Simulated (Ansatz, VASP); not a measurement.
Two plane-wave programs on Ti

```
Ti
1.0
     4.45382    0.00000    0.00000
    -2.22691    3.85712    0.00000
     0.00000    0.00000    2.89518
Ti
3
Direct
  0.00000 0.00000 0.00000
  0.33333 0.66667 0.50000
  0.66667 0.33333 0.50000
```

Change from the starting cell: strain -0.025 along x and y, +0.025 along z, atoms carried along.

Alike in both runs: task single point; functional r2SCAN; k mesh 12 × 12 × 16; occupations gaussian, width 0.15 eV; no spin polarisation.

|  | VASP | Ansatz |
| --- | --- | --- |
| version | VASP 6.6.1 | Ansatz 0.2.0 |
| potentials or method | VASP PAW PBE potentials, release 64 (Ti_sv), cutoff 520 eV | scalar-relativistic, plane waves, PAW |
| valence electrons in the cell | 36 | 36 |

```csv
,VASP,Ansatz,Ansatz less VASP
gap on the k mesh at the Fermi level (eV),none,none,-
pressure (GPa),3.4,3.0,-0.49
"traceless stress, the component that is largest in VASP (GPa)",-6.63,-6.55,+0.084
```

VASP's potentials were made for PBE, not for r2SCAN. A gap of «none» marks a metal or a gap that the smearing closes.
